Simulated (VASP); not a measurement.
HgPt3: single point with LDA

The system is HgPt3.

```
Hg Pt
1.0
     2.96216   -4.03773    0.00000
     2.96216    4.03773    0.00000
     0.00000    0.00000    2.95333
Hg Pt
1 3
Direct
  0.00000 0.00000 0.00000
  0.50000 0.50000 0.00000
  0.00000 0.50000 0.50000
  0.50000 0.00000 0.50000
```

- Program: VASP 6.6.1
- Task: single point
- Functional: LDA
- Potentials or basis: VASP PAW LDA potentials, release 64 (Hg, Pt)
- Cutoff: 520 eV
- k mesh: 5 × 5 × 8
- Occupations: gaussian, width 0.1 eV
- Spin: no spin polarisation
- Dipole correction: no
- Further INCAR settings: ALGO = Normal; EDIFF = 1e-06; NBANDS = 29

```yaml
Pressure: -20.8 GPa
Band_gap_on_the_k_mesh: zero (bands 21 and 22 overlap by 1.37 eV)
```

Stress tensor (GPa, compression positive):
```
-20.40   0.00   0.00
  0.00 -20.55   0.00
  0.00   0.00 -21.35
```

Levels at points of the mesh, in eV from the Fermi level:
```tsv
k point	band 17	band 18	band 19	band 20	band 21	band 22	band 23	band 24	band 25	band 26
(0.00, 0.00, 0.00)	-0.77	-0.68	-0.64	-0.40	0.13	0.16	0.33	1.95	3.38	4.11
(0.00, 0.00, 0.50)	-1.95	-1.42	-1.32	0.32	0.44	1.31	4.19	5.67	6.62	6.72
```

It took 30 s on 1 thread of AMD EPYC 9R45 96-Core Processor (Zen 5), on a shared host, peak memory 0.18 GiB.

Caveat: the cell stands under tension; spin-orbit coupling is left out, which moves the levels of the heavy elements.
